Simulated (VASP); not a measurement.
Wanted: the native input for a VASP 6.6.1 run.

| Property | Result |
| --- | --- |
| Task | single point |
| Functional | PBEsol |
| Potentials or basis | VASP PAW PBE potentials, release 64 (Ga_d, N) |
| Cutoff | 600 eV |
| k mesh | 8 × 8 × 8 |
| Occupations | gaussian, width 0.01 eV |
| Spin | no spin polarisation |
| Dipole correction | no |
| Further INCAR settings | ALGO = Normal; EDIFF = 1e-06; NBANDS = 16 |

The structure of GaN lies in POSCAR:

```
GaN
1.0
    0.0000000000      2.0916514428      2.0916514428
    2.0916514428      0.0000000000      2.0916514428
    2.0916514428      2.0916514428      0.0000000000
Ga N
1 1
Direct
    0.0000000000      0.0000000000      0.0000000000
    0.5000000000      0.5000000000      0.5000000000
```

These files were run (other wordings do the same):

INCAR

```
SYSTEM = GaN
PREC = Accurate
ENCUT = 600
EDIFF = 1E-6
ISMEAR = 0
SIGMA = 0.01
LREAL = .FALSE.
LASPH = .TRUE.
NELM = 120
ALGO = Normal
ISIF = 2
LWAVE = .FALSE.
LCHARG = .FALSE.
GGA = PS
NBANDS = 16
GGA_COMPAT = .FALSE.
```

KPOINTS

```
regular mesh
0
G
  8 8 8
  0 0 0
```

Potentials or basis: VASP PAW PBE potentials, release 64 (Ga_d, N).

Run with:

```console
$ cat potpaw_PBE.64/Ga_d/POTCAR potpaw_PBE.64/N/POTCAR > POTCAR
$ mpirun -np 1 vasp_std > vasp.out
```

Results of the run:

| Property | Result |
| --- | --- |
| Pressure | 6.6 GPa |
| Band gap on the k mesh | 0.72 eV, indirect (least direct gap 3.15 eV) |

Caveat: the PAW data sets were made with another functional, which shifts forces and pressure a little.

It took 9 s on 1 thread of Intel(R) Xeon(R) Platinum 8488C (Sapphire Rapids), with other jobs on the host, peak memory 0.14 GiB.
